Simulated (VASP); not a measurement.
KF:

```xyz
2
Lattice="0.0000 2.9748 2.9748 2.9748 0.0000 2.9748 2.9748 2.9748 0.0000" Properties=species:S:1:pos:R:3 pbc="T T T"
K     0.0000    0.0000    0.0000
F     1.4874    1.4874    1.4874
```

```yaml
Program: VASP 6.6.1
Task: relaxation of cell and atoms
Functional: LDA
Potentials_or_basis: VASP PAW LDA potentials, release 64 (K_sv, F)
Cutoff: 600 eV
k_mesh: 6 × 6 × 6
Occupations: fermi-dirac, width 0.02 eV
Spin: no spin polarisation
```

At the start: pressure -2.7 GPa; volume 26.33 Å³/atom.

Task: How do energy, volume and symmetry change on relaxing?

Result: Over 4 steps the energy falls by 29.9 meV/atom and the volume is 23.18 Å³/atom (-12.0 %); space group F-43m (No. 216, to 0.1 Å) before and after.

The path:
```tsv
step	energy change (eV)	largest force (eV/Å)	pressure (GPa)	volume (Å³)
1	0.0000	0.0000	-2.70	52.65
2	-0.0446	0.0000	-1.54	49.35
3	-0.0596	0.0000	-0.18	46.68
4	-0.0598	0.0000	0.01	46.36
```

Final structure:
```
K F
1.0
     0.00000    2.85123    2.85123
     2.85123    0.00000    2.85123
     2.85123    2.85123    0.00000
K F
1 1
Direct
  0.00000 0.00000 0.00000
  0.25000 0.25000 0.25000
```

Caveat: the structure was generated, so it needn't be the stable form of KF.
